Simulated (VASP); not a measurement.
Here is a VASP 6.6.1 calculation.

The input POSCAR:

```
BiB
1.0
    0.0000000000      2.6166195517      2.6166195517
    2.6166195517      0.0000000000      2.6166195517
    2.6166195517      2.6166195517      0.0000000000
B Bi
1 1
Direct
    0.0000000000      0.0000000000      0.0000000000
    0.5000000000      0.5000000000      0.5000000000
```

File INCAR.step1:

```
SYSTEM = BiB
PREC = Accurate
ENCUT = 520
ISMEAR = -1
SIGMA = 0.03
LREAL = .False.
LASPH = .True.
NELM = 60
NBANDS = 16
GGA = PE
ALGO = Normal
EDIFF = 1E-4
LWAVE = .True.
LCHARG = .False.
```

Contents of INCAR.step2:

```
SYSTEM = BiB
PREC = Accurate
ENCUT = 520
EDIFF = 1E-7
ISMEAR = -1
SIGMA = 0.03
LREAL = .False.
LASPH = .True.
NELM = 60
ALGO = Normal
ISIF = 2
LWAVE = .False.
LCHARG = .False.
METAGGA = R2SCAN
LMIXTAU = .True.
LUSE_VDW = .True.
IVDW_NL = 2
BPARAM = 11.95
CPARAM = 0.0093
NBANDS = 16
ISTART = 1
```

Contents of KPOINTS:

```
regular mesh
0
Gamma
  8 8 8
  0 0 0
```

Potentials or basis: VASP PAW PBE potentials, release 64 (B, Bi_d).

Launch:

```console
$ cat potpaw_PBE.64/B/POTCAR potpaw_PBE.64/Bi_d/POTCAR > POTCAR
$ cp INCAR.step1 INCAR
$ mpirun -np 1 vasp_std > vasp.out
$ cp INCAR.step2 INCAR
$ mpirun -np 1 vasp_std > vasp.out
```

(1) Predict the band gap on the k mesh.

(2) What does it give for the pressure?

Answers

(1) zero (bands 9 and 10 overlap by 4.43 eV).

(2) 0.3 GPa.

Caveat: the PAW data sets were made with another functional, which shifts forces and pressure a little; spin-orbit coupling is left out, which moves the levels of the heavy elements.
